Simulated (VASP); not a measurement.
**MnSn3: single point with PBE**

The system is MnSn3.

```
CELL_PARAMETERS angstrom
0.00000 3.66844 3.66844
3.66844 0.00000 3.66844
3.66844 3.66844 0.00000
ATOMIC_POSITIONS crystal
Sn 0.25000 0.25000 0.25000
Sn 0.75000 0.75000 0.75000
Sn 0.50000 0.50000 0.50000
Mn 0.00000 0.00000 0.00000
```

```
Program             : VASP 6.6.1
Task                : single point
Functional          : PBE
Potentials or basis : VASP PAW PBE potentials, release 64 (Sn_d, Mn_pv)
Cutoff              : 520 eV
k mesh              : 10 × 10 × 10
Occupations         : gaussian, width 0.1 eV
Spin                : no spin polarisation
```

```yaml
Pressure: -6.5 GPa
Band_gap_on_the_k_mesh: zero (an odd number of electrons rules out a gap without spin polarisation)
```

Levels at points of the mesh, in eV from the Fermi level:
```
           k point  band 24  band 25  band 26  band 27  band 28  band 29  band 30  band 31
(0.00, 0.00, 0.00)    -1.97    -0.71    -0.71    -0.71    -0.28    -0.28     1.37     1.37
(0.50, 0.00, 0.00)    -1.54    -0.68    -0.68    -0.30    -0.30     0.59     0.72     0.72
(0.50, 0.50, 0.00)    -2.31    -0.35    -0.35    -0.15     0.08     0.41     3.46     3.84
```

It took 4.2 min on 1 thread of Intel(R) Xeon(R) Platinum 8375C CPU @ 2.90GHz (Ice Lake), with other jobs on the host, peak memory 0.33 GiB.

Caveat: the cell stands under tension; spin-orbit coupling is left out, which moves the levels of the heavy elements; the run has no spin polarisation, though such a crystal can be magnetic. Spin polarisation is off, so any magnetic state and its effect on volume and gap are missing.
